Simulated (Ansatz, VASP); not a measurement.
**ScAl3: VASP beside Ansatz**

```
Sc Al
1.0
     4.09722    0.00000    0.00000
     0.00000    4.09722    0.00000
     0.00000    0.00000    4.09722
Sc Al
1 3
Direct
  0.00000 0.00000 0.00000
  0.50000 0.00000 0.50000
  0.00000 0.50000 0.50000
  0.50000 0.50000 0.00000
```

Alike in both runs: task single point; functional r2SCAN; k mesh 10 × 10 × 10; occupations gaussian, width 0.05 eV; no spin polarisation.

|  | VASP | Ansatz |
| --- | --- | --- |
| version | VASP 6.6.1 | Ansatz 0.2.0 |
| potentials or method | VASP PAW PBE potentials, release 64 (Sc_sv, Al), cutoff 520 eV | scalar-relativistic, plane waves, PAW |
| valence electrons in the cell | 20 | 20 |

```csv
,VASP,Ansatz,Ansatz less VASP
gap on the k mesh at the Fermi level (eV),none,none,-
pressure (GPa),-0.8,-0.8,0.00
```

VASP's potentials were made for PBE, not for r2SCAN. A gap of «none» marks a metal or a gap that the smearing closes. With one functional, cell and mesh, what is left measures potentials, basis and numerics.
